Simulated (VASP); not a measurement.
# SiPdRu5: single point with r2SCAN

Crystal: SiPdRu5.

```
Si Ru Pd
1.0
     3.94471    0.00000    0.00000
     0.00000    3.94471    0.00000
     0.00000    0.00000    6.49854
Si Ru Pd
1 5 1
Cartesian
  0.0000 0.0000 3.2493
  0.0000 0.0000 0.0000
  1.9724 0.0000 4.6416
  0.0000 1.9724 4.6416
  1.9724 0.0000 1.8569
  0.0000 1.9724 1.8569
  1.9724 1.9724 0.0000
```

```json
{
  "Program": "VASP 6.6.1",
  "Task": "single point",
  "Functional": "r2SCAN",
  "Potentials or basis": "VASP PAW PBE potentials, release 64 (Si, Ru_pv, Pd)",
  "Cutoff": "520 eV",
  "k mesh": "8 × 8 × 6",
  "Occupations": "gaussian, width 0.1 eV",
  "Spin": "no spin polarisation",
  "Dipole correction": "no",
  "Further INCAR settings": "ALGO = Normal; EDIFF = 1e-06; NBANDS = 51"
}
```

```json
{
  "Pressure": "-4.6 GPa",
  "Largest force": "0.040 eV/Å",
  "Band gap on the k mesh": "zero (bands 42 and 43 overlap by 1.06 eV)"
}
```

Forces in eV/Å, atoms in the order of the input:
```
Si   0.000  0.000  0.000
Ru   0.000  0.000  0.000
Ru   0.000  0.000  0.040
Ru   0.000  0.000  0.040
Ru   0.000  0.000 -0.040
Ru   0.000  0.000 -0.040
Pd   0.000  0.000  0.000
```

Stress tensor (GPa, compression positive):
```
-4.41  0.00  0.00
 0.00 -4.41  0.00
 0.00  0.00 -4.98
```

Levels at points of the mesh, in eV from the Fermi level:
```tsv
k point	band 40	band 41	band 42	band 43	band 44	band 45
(0.00, 0.00, 0.00)	0.47	0.51	0.51	0.66	0.80	0.91
(0.50, 0.00, 0.00)	-1.30	-1.22	-0.47	-0.39	-0.31	-0.27
(0.50, 0.50, 0.00)	0.15	0.18	0.20	0.20	0.27	0.48
(0.00, 0.00, 0.50)	-0.09	0.06	0.35	0.48	0.75	1.24
(0.50, 0.00, 0.50)	-0.87	-0.85	-0.46	-0.19	-0.06	0.05
(0.50, 0.50, 0.50)	-1.29	-0.48	-0.05	-0.05	0.00	0.31
```

It took 8.8 min on 1 thread of Intel(R) Xeon(R) 6975P-C (Granite Rapids), with other jobs on the host, peak memory 0.38 GiB.

Caveat: the cell stands under tension; the PAW data sets were made with another functional, which shifts forces and pressure a little.
